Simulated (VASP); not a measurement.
Write the native input for VASP 6.6.1 that does the following.

```yaml
Task: single point
Functional: PBE
Potentials_or_basis: VASP PAW PBE potentials, release 64 (Si)
Cutoff: 520 eV
k_mesh: 2 × 2 × 2
Occupations: fermi-dirac, width 0.05 eV
Spin: no spin polarisation
Dipole_correction: no
Further_INCAR_settings: LREAL = Auto; ALGO = Normal; EDIFF = 1e-06; NBANDS = 48
```

The structure of Si (a cell with a defect) lies in POSCAR:

```
Si
1.0
    0.0000000000      5.4300000000      5.4300000000
    5.4300000000      0.0000000000      5.4300000000
    5.4300000000      5.4300000000      0.0000000000
Si
17
Direct
    0.0127138122     -0.0016760589     -0.0095852670
    0.1273197053      0.1120095764      0.1337679558
    0.0107604052     -0.0266788214      0.5055872928
    0.1494341621      0.1159487109      0.6184372928
   -0.0188203499      0.4805249540      0.0575435543
    0.1273199816      0.6266792818      0.1337634438
    0.0107589319      0.5101016575      0.5055830571
    0.1072271639      0.6065492634      0.6794395028
    0.4989647330     -0.0016743094     -0.0095816759
    0.6433045120      0.1426500000      0.0711632597
    0.5176352670      0.0169671271      0.4481964088
    0.6166109576      0.1159500000      0.6184396869
    0.4989653775      0.5120581952     -0.0095732965
    0.6126671271      0.6266802026      0.1337487109
    0.4739992634      0.5101014733      0.5055699816
    0.6166084715      0.6487655617      0.6184473297
    0.8130518416      0.3123837017      0.5619501842
```

The input as run:

INCAR

```
SYSTEM = Si
PREC = Accurate ; ENCUT = 520
EDIFF = 1E-6 ; ISMEAR = -1
SIGMA = 0.05 ; LREAL = Auto
LASPH = .True. ; NELM = 60
ALGO = Normal ; ISIF = 2
LWAVE = .False. ; LCHARG = .False.
GGA = PE ; NBANDS = 48
```

KPOINTS

```
Automatic mesh
0
Gamma
  2 2 2
  0 0 0
```

Potentials or basis: VASP PAW PBE potentials, release 64 (Si).

Command:

```bash
$ cat potpaw_PBE.64/Si/POTCAR > POTCAR
$ mpirun -np 1 vasp_std > vasp.out
```

It gave:

The pressure is 4.8 GPa. The largest force is 0.052 eV/Å.

Caveat: the k points lie up to 0.50 Å⁻¹ apart.

Wall time 6.7 min on 1 thread of Intel(R) Xeon(R) Platinum 8488C (Sapphire Rapids) (shared host), peak memory 0.46 GiB.
